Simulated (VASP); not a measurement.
# Sc (Im-3m) in VASP: further runs

Sc is run at these levels: PBEsol; tasks: relaxation of cell and atoms.

All numbers are computed with VASP 6.6.1; they aren't measurements. Logs are shortened: lines on timing, memory, paths and dates and some standing lists are left out, and cuts for length are marked.

### Step 1. The cell of the first run

Symmetry: Im-3m, No. 229, cubic system. Conventional cell: a = 3.680 Å, b = 3.680 Å, c = 3.680 Å, α = 90.00°, β = 90.00°, γ = 90.00°. Sc (site symmetry m-3m) has 14 Sc at 3.19 to 3.68 Å within 4.2 Å.

### Step 2. Relaxation of cell and atoms, PBEsol, target pressure 20 GPa, at which the enthalpy is minimised

Input file INCAR:

```
  PREC = Accurate
  ENCUT = 600
  EDIFF = 1E-6
  ISMEAR = -1
  SIGMA = 0.1
  LREAL = False
  LASPH = True
  NELM = 60
  ALGO = Normal
  ISIF = 3
  LWAVE = False
  LCHARG = False
  GGA = PS
  IBRION = 2
  NSW = 50
  EDIFFG = -0.01
  PSTRESS = 200.0
```

Input file KPOINTS:

```
Automatic mesh
0
Gamma
  9 9 9
```

Input file POSCAR:

```
Sc
1.0
    1.8400000000      1.8400000000      1.8400000000
   -1.8400000000      1.8400000000      1.8400000000
   -1.8400000000     -1.8400000000      1.8400000000
Sc
1
Direct
    0.0000000000      0.0000000000      0.0000000000
```

Potentials or basis: VASP PAW PBE potentials, release 64 (Sc_sv).

The run is started by

```console
$ cat potpaw_PBE.64/Sc_sv/POTCAR > POTCAR
$ mpirun -np 1 vasp_std > vasp.out
```

OUTCAR:

```text
PREC = Accurate
   ENCUT = 600
   EDIFF = 1E-6
   ISMEAR = -1
   LREAL = False
   LASPH = True
   NELM = 60
   ISIF = 3
   GGA = PS
   IBRION = 2
   NSW = 50
   EDIFFG = -0.01
   PSTRESS = 200.0

 ion  position               nearest neighbor table
   1  0.000  0.000  0.000-

  LATTYP: Found a body centered cubic cell.
 ALAT       =     3.6800000000

  Lattice vectors:

 A1 = (   1.8400000000,  -1.8400000000,  -1.8400000000)
 A2 = (   1.8400000000,   1.8400000000,   1.8400000000)
 A3 = (  -1.8400000000,  -1.8400000000,   1.8400000000)

Analysis of symmetry for initial positions (statically):
=====================================================================
 Subroutine PRICEL returns:
 Original cell was already a primitive cell.

 Routine SETGRP: Setting up the symmetry group for a
 body centered cubic supercell.

 Subroutine GETGRP returns: Found 48 space group operations
 (whereof 48 operations were pure point group operations)
 out of a pool of 48 trial point group operations.

The static configuration has the point symmetry O_h .

Analysis of symmetry for dynamics (positions and initial velocities):
=====================================================================
 Subroutine PRICEL returns:
 Original cell was already a primitive cell.

 Routine SETGRP: Setting up the symmetry group for a
 body centered cubic supercell.

 Subroutine GETGRP returns: Found 48 space group operations
 (whereof 48 operations were pure point group operations)
 out of a pool of 48 trial point group operations.

The dynamic configuration has the point symmetry O_h .

 Subroutine INISYM returns: Found 48 space group operations
 (whereof 48 operations are pure point group operations),
 and found     1 'primitive' translations

----------------------------------------------------------------------------------------

                                     Primitive cell

  volume of cell :      24.9180

  direct lattice vectors                    reciprocal lattice vectors
     1.840000000  1.840000000  1.840000000     0.271739130  0.000000000  0.271739130
    -1.840000000  1.840000000  1.840000000    -0.271739130  0.271739130  0.000000000
    -1.840000000 -1.840000000  1.840000000     0.000000000 -0.271739130  0.271739130

  length of vectors
     3.186973486  3.186973486  3.186973486     0.384297164  0.384297164  0.384297164

  position of ions in fractional coordinates (direct lattice)
     0.000000000  0.000000000  0.000000000

  ion indices of the primitive-cell ions
   primitive index   ion index
                 1           1

[... 57 lines left out ...]
   dimension x,y,z NGXF=    56 NGYF=   56 NGZF=   56
   ions per type =               1
   NGX,Y,Z   is equivalent  to a cutoff of  14.61, 14.61, 14.61 a.u.
   NGXF,Y,Z  is equivalent  to a cutoff of  29.21, 29.21, 29.21 a.u.
 SYSTEM =  unknown system
   PREC   = accura    normal or accurate (medium, high low for compatibility)
   ISTART =      0    job   : 0-new  1-cont  2-samecut
   ICHARG =      2    charge: 1-file 2-atom 10-const
   ISPIN  =      1    spin polarized calculation?
   LNONCOLLINEAR =      F non collinear calculations
   LSORBIT =      F    spin-orbit coupling
   LASPH  =      T    aspherical Exc in radial PAW
   ENCUT  =  600.0 eV  44.10 Ry    6.64 a.u.   6.37  6.37  6.37*2*pi/ulx,y,z
   NELM   =     60;   NELMIN=  2; NELMDL= -5     # of ELM steps
   EDIFF  = 0.1E-05   stopping-criterion for ELM
   LREAL  =      F    real-space projection
   EDIFFG = -.1E-01   stopping-criterion for IOM
   NSW    =     50    number of steps for IOM
   IBRION =      2    ionic relax: 0-MD 1-quasi-New 2-CG
   NFREE  =      1    steps in history (QN), initial steepest desc. (CG)
   ISIF   =      3    stress and relaxation
   ISYM   =      2    0-nonsym 1-usesym 2-fastsym
   POTIM  = 0.5000    time-step for ionic-motion
   TEBEG  =    0.0;   TEEND  =   0.0 temperature during run
   PSTRESS=  200.0 pullay stress
   NELECT =      11.0000    total number of electrons
   NUPDOWN=      -1.0000    fix difference up-down
   EMIN   =  10.00;   EMAX   =-10.00  energy-range for DOS
   EFERMI =   0.00;   METHOD = LEGACY
   ISMEAR =    -1;   SIGMA  =   0.10  broadening in eV -4-tet -1-fermi 0-gaus
   EFERMI_NEDOS =   21; number of points for ismear=-14 and -15
   IALGO  =     38    algorithm
   IMIX   =      4    mixing-type and parameters
     AMIX     =   0.40;   BMIX     =  1.00
     AMIX_MAG =   1.60;   BMIX_MAG =  1.00
  volume/ion in A,a.u.               =      24.92       168.16
  Fermi-wavevector in a.u.,A,eV,Ry     =   1.246526  2.355592 21.141091  1.553826
  Thomas-Fermi vector in A             =   2.380699
   LORBIT       =      0    0 simple, 1 ext, 2 COOP (PROOUT), +10 PAW based schemes
   GGA     = PS    functional components
   LHFCALC =     F    Hartree Fock is set to
   AEXX    =    0.0000 exact exchange contribution
   IVDW    =     0    specifies the selected vdW correction
   LEPSILON=     F    determine dielectric tensor
   LRPA    =     F    only Hartree local field effects (RPA)
 conjugate gradient relaxation of ions
 non-spin polarized calculation
  energy-cutoff  :      600.00
  volume of cell :       24.92
 maximum number of plane-waves:       887
 NGX is ok and might be reduce to    28
   NGX = 13   NGY = 13   NGZ = 13

--------------------------------------- Ionic step        1  -------------------------------------------

 number of electron      11.0000002 magnetization

 Free energy of the ion-electron system (eV)
  ---------------------------------------------------
  ext. energy  EPLUGINS =         0.00000000
  ---------------------------------------------------
  free energy    TOTEN  =        -6.52983294 eV

  energy without entropy =       -6.44969862  energy(sigma->0) =       -6.48976578

 E-fermi :   3.6174     XC(G=0):  -9.9495

 val. band max:        3.5955897670   @ k =   0.4444   0.2222   0.1111
 cond. band min:       3.6507228539   @ k =   0.2222  -0.4444   0.1111
 fundamental gap:      0.0551330869
 Fermi energy:         3.6173579712

 k-point     1 :       0.0000    0.0000    0.0000
  band No.  band energies     occupation
      1     -45.7702      2.00000
      2     -24.2708      2.00000
      3     -24.2708      2.00000
      4     -24.2708      2.00000
      5      -1.5998      2.00000
      6       5.0513      0.00000
      7       5.0513      0.00000
      8       5.0513      0.00000
      9       6.4722      0.00000
[... 386 lines left out ...]
--------------------------------------- Ionic step        4  -------------------------------------------

 number of electron      10.9999999 magnetization

 Free energy of the ion-electron system (eV)
  ---------------------------------------------------
  ext. energy  EPLUGINS =         0.00000000
  ---------------------------------------------------
  free energy    TOTEN  =        -6.25532587 eV

  energy without entropy =       -6.18810841  energy(sigma->0) =       -6.22171714

 E-fermi :   5.4882     XC(G=0): -11.1882

 val. band max:        5.4836810171   @ k =   0.4444   0.2222   0.0000
 cond. band min:       5.5213255657   @ k =  -0.4444   0.2222   0.1111
 fundamental gap:      0.0376445486
 Fermi energy:         5.4881803540

 k-point     1 :       0.0000    0.0000    0.0000
  band No.  band energies     occupation
      1     -43.2032      2.00000
      2     -21.4204      2.00000
      3     -21.4204      2.00000
      4     -21.4204      2.00000
      5      -0.1688      2.00000
      6       7.2921      0.00000
      7       7.2921      0.00000
      8       7.2921      0.00000
      9       9.2835      0.00000
[... 308 lines left out ...]
  energy  without entropy=       -6.1881084064  energy(sigma->0) =       -6.22171714

  enthalpy is  TOTEN    =        -3.9238483113 eV   P V=        2.3314775602

 reached required accuracy - stopping structural energy minimisation
```

OSZICAR:

```text
N       E                     dE             d eps       ncg     rms          rms(c)
DAV:   1     0.801321006997E+02    0.80132E+02   -0.56490E+03   630   0.130E+03
DAV:   2    -0.561476852468E+01   -0.85747E+02   -0.85323E+02   638   0.357E+02
DAV:   3    -0.735073609294E+01   -0.17360E+01   -0.16804E+01   900   0.629E+01
[... 31 lines left out ...]
DAV:   1    -0.626520111303E+01    0.12361E-01   -0.30696E-01   646   0.101E+01    0.771E-01
DAV:   2    -0.625609885441E+01    0.91023E-02   -0.25472E-02   891   0.268E+00    0.203E-01
DAV:   3    -0.625533329406E+01    0.76556E-03   -0.33364E-03   921   0.956E-01    0.983E-02
DAV:   4    -0.625532585802E+01    0.74360E-05   -0.77256E-05   677   0.119E-01    0.595E-03
DAV:   5    -0.625532587147E+01   -0.13453E-07   -0.40446E-06   816   0.332E-02
   4 F= -.39238483E+01 E0= -.38902396E+01  d E =-.504534E+00
```

CONTCAR:

```text
Sc
   1.00000000000000
     1.6714136518104770    1.6714136518104770    1.6714136518104770
    -1.6714136518104770    1.6714136518104770    1.6714136518104770
    -1.6714136518104770   -1.6714136518104770    1.6714136518104770
  Sc
     1
Direct
     0.0000000000000000    0.0000000000000000    1.0000000000000000

  0.00000000E+00  0.00000000E+00  0.00000000E+00
```

It took 14 s on 1 thread of Intel Xeon 6975P-C (Granite Rapids), shared host; peak memory 0.17 GiB.

Results:

```yaml
Free_energy: -6.2553 eV
Relaxed_volume: 18.68 Å³/atom
Relaxed_cell: a = 2.895 Å, b = 2.895 Å, c = 2.895 Å, α = 70.53°, β = 109.47°, γ = 70.53°
Space_group_after_relaxing_to_0.05_Å: Im-3m (No. 229)
Energy_change_on_relaxing_the_enthalpy_is_what_falls: +274.5 meV/atom
Ionic_steps: 4
Pressure_after_relaxing: 19.9 GPa
```

The path:
```
step  energy change (eV)  largest force (eV/Å)  pressure (GPa)  volume (Å³)
   1              0.0000                0.0000           -2.01        24.92
   2              1.2074                0.0000           56.39        14.50
   3              0.2523                0.0000           18.87        18.86
   4              0.2745                0.0000           19.92        18.68
```

Final structure:
```xyz
1
Lattice="1.6714 1.6714 1.6714 -1.6714 1.6714 1.6714 -1.6714 -1.6714 1.6714" Properties=species:S:1:pos:R:3 pbc="T T T"
Sc   -1.6714   -1.6714    1.6714
```

Levels at points of the mesh, in eV from the Fermi level:
| k point | band 3 | band 4 | band 5 | band 6 | band 7 | band 8 |
| --- | --- | --- | --- | --- | --- | --- |
| (0.00, 0.00, 0.00) | -26.91 | -26.91 | -5.66 | 1.80 | 1.80 | 1.80 |

Caveat: the cell is relaxed towards a set pressure, so the enthalpy falls and the energy may rise; the volume moved by over 15 % at a fixed basis, so the end points are rough; the PAW data sets were made with another functional, which shifts forces and pressure a little.

### Step 3. Relaxation of cell and atoms, PBEsol, target pressure 40 GPa, at which the enthalpy is minimised

Input file INCAR:

```
SYSTEM = Sc
PREC = Accurate
ENCUT = 600
EDIFF = 1E-6
ISMEAR = -1
SIGMA = 0.1
LREAL = .False.
LASPH = .True.
NELM = 60
ALGO = Normal
ISIF = 3
LWAVE = .False.
LCHARG = .False.
GGA = PS
IBRION = 2
NSW = 50
EDIFFG = -0.01
PSTRESS = 400.0
```

Input file KPOINTS:

```
Automatic mesh
0
Gamma
  9 9 9
  0 0 0
```

POSCAR is that of step 2.

Potentials or basis: VASP PAW PBE potentials, release 64 (Sc_sv).

The run is started by

```console
$ cat potpaw_PBE.64/Sc_sv/POTCAR > POTCAR
$ mpirun -np 1 vasp_std > vasp.out
```

OUTCAR:

```text
SYSTEM = Sc
   PREC = Accurate
   ENCUT = 600
   EDIFF = 1E-6
   ISMEAR = -1
   LREAL = .False.
   LASPH = .True.
   NELM = 60
   ISIF = 3
   GGA = PS
   IBRION = 2
   NSW = 50
   EDIFFG = -0.01
   PSTRESS = 400.0

 ion  position               nearest neighbor table
   1  0.000  0.000  0.000-

  LATTYP: Found a body centered cubic cell.
 ALAT       =     3.6800000000

  Lattice vectors:

 A1 = (   1.8400000000,  -1.8400000000,  -1.8400000000)
 A2 = (   1.8400000000,   1.8400000000,   1.8400000000)
 A3 = (  -1.8400000000,  -1.8400000000,   1.8400000000)

Analysis of symmetry for initial positions (statically):
=====================================================================
 Subroutine PRICEL returns:
 Original cell was already a primitive cell.

[... 157 lines left out ...]

--------------------------------------- Ionic step        1  -------------------------------------------

 number of electron      11.0000002 magnetization

 Free energy of the ion-electron system (eV)
  ---------------------------------------------------
  ext. energy  EPLUGINS =         0.00000000
  ---------------------------------------------------
  free energy    TOTEN  =        -6.52983294 eV

  energy without entropy =       -6.44969862  energy(sigma->0) =       -6.48976578

 E-fermi :   3.6174     XC(G=0):  -9.9495

 val. band max:        3.5955897670   @ k =   0.4444   0.2222   0.1111
 cond. band min:       3.6507228539   @ k =   0.2222  -0.4444   0.1111
 fundamental gap:      0.0551330869
 Fermi energy:         3.6173579712
[... 732 lines left out ...]
--------------------------------------- Ionic step        5  -------------------------------------------

 number of electron      11.0000001 magnetization

 Free energy of the ion-electron system (eV)
  ---------------------------------------------------
  ext. energy  EPLUGINS =         0.00000000
  ---------------------------------------------------
  free energy    TOTEN  =        -5.76685647 eV

  energy without entropy =       -5.70686234  energy(sigma->0) =       -5.73685940

 E-fermi :   6.6249     XC(G=0): -11.9197

 val. band max:        6.5645647591   @ k =   0.4444   0.2222   0.0000
 cond. band min:       6.6254743752   @ k =  -0.3333   0.3333   0.0000
 fundamental gap:      0.0609096161
 Fermi energy:         6.6249045688
[... 320 lines left out ...]
  energy  without entropy=       -5.7068623372  energy(sigma->0) =       -5.73685940

  enthalpy is  TOTEN    =        -1.7745636924 eV   P V=        3.9922927739

 reached required accuracy - stopping structural energy minimisation
```

OSZICAR:

```text
N       E                     dE             d eps       ncg     rms          rms(c)
DAV:   1     0.801321006997E+02    0.80132E+02   -0.56490E+03   630   0.130E+03
DAV:   2    -0.561476852468E+01   -0.85747E+02   -0.85323E+02   638   0.357E+02
DAV:   3    -0.735073609294E+01   -0.17360E+01   -0.16804E+01   900   0.629E+01
[... 42 lines left out ...]
DAV:   1    -0.577815917487E+01    0.30722E-01   -0.36582E-01   630   0.112E+01    0.937E-01
DAV:   2    -0.576784600769E+01    0.10313E-01   -0.27096E-02   873   0.289E+00    0.232E-01
DAV:   3    -0.576685280280E+01    0.99320E-03   -0.42694E-03   911   0.113E+00    0.125E-01
DAV:   4    -0.576685612073E+01   -0.33179E-05   -0.86976E-05   679   0.122E-01    0.592E-03
DAV:   5    -0.576685646631E+01   -0.34558E-06   -0.45519E-06   812   0.332E-02
   5 F= -.17745637E+01 E0= -.17445666E+01  d E =-.146577E+01
```

It took 18 s on 1 thread of Intel Xeon 6975P-C (Granite Rapids), shared host; peak memory 0.19 GiB.

What came out:

* Free energy: -5.7669 eV
* Relaxed volume: 15.99 Å³/atom
* Relaxed cell: a = 2.749 Å, b = 2.749 Å, c = 2.749 Å, α = 70.53°, β = 109.47°, γ = 70.53°
* Space group after relaxing (to 0.05 Å): Im-3m (No. 229)
* Energy change on relaxing (the enthalpy is what falls): +763.0 meV/atom
* Ionic steps: 5
* Pressure after relaxing: 40.0 GPa

Step by step:
```tsv
step	energy change (eV)	largest force (eV/Å)	pressure (GPa)	volume (Å³)
1	0.0000	0.0000	-2.01	24.92
2	6.4569	0.0000	253.87	8.00
3	0.4603	0.0000	28.04	17.43
4	0.7210	0.0000	38.40	16.16
5	0.7630	0.0000	39.98	15.99
```

Final structure:
```xyz
1
Lattice="1.5871 1.5871 1.5871 -1.5871 1.5871 1.5871 -1.5871 -1.5871 1.5871" Properties=species:S:1:pos:R:3 pbc="T T T"
Sc    0.0000    0.0000    0.0000
```

Caveat: the cell is relaxed towards a set pressure, so the enthalpy falls and the energy may rise; the volume moved by over 15 % at a fixed basis, so the end points are rough; the PAW data sets were made with another functional, which shifts forces and pressure a little.

[end of part 1 of 2]
